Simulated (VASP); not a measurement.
**SiC: single point with PBE**

The system is SiC.

```
CELL_PARAMETERS angstrom
-1.56895 1.56895 2.19241
1.56895 -1.56895 2.19241
1.56895 1.56895 -2.19241
ATOMIC_POSITIONS crystal
Si 0.00000 0.00000 0.00000
C 0.50000 0.50000 0.00000
```

```
Program                : VASP 6.6.1
Task                   : single point
Functional             : PBE
Potentials or basis    : VASP PAW PBE potentials, release 64 (Si, C)
Cutoff                 : 520 eV
k mesh                 : 8 × 8 × 8
Occupations            : gaussian, width 0.1 eV
Spin                   : no spin polarisation
Dipole correction      : no
Further INCAR settings : ALGO = Normal; EDIFF = 1e-06; NBANDS = 11
```

The pressure is -35.7 GPa. The band gap on the k mesh is zero (band 4 reaches 8.94 eV, above the bottom of band 5 at 6.11 eV).

Stress tensor (GPa, compression positive):
```
-35.73   0.00   0.00
  0.00 -35.73   0.00
  0.00   0.00 -35.57
```

Levels at points of the mesh, in eV from the Fermi level:
```
           k point  band 1  band 2  band 3  band 4  band 5  band 6  band 7  band 8  band 9
(0.00, 0.00, 0.00)  -15.60   -0.08    0.10    0.10    3.37    8.83    8.83    8.98    9.66
(0.50, 0.00, 0.00)  -11.44   -9.64   -0.46   -0.42    4.18    4.20    4.51    6.81   12.62
(0.50, 0.50, 0.00)  -10.37   -7.57   -3.36   -3.16   -2.32    3.65   11.25   11.70   11.79
(0.50, 0.50, 0.50)  -10.18   -7.54   -3.34   -3.34   -2.53    3.57   11.37   11.37   11.99
```

Run time: 4.3 s on 1 thread of Intel(R) Xeon(R) 6975P-C (Granite Rapids), on a shared host, peak memory 0.13 GiB.
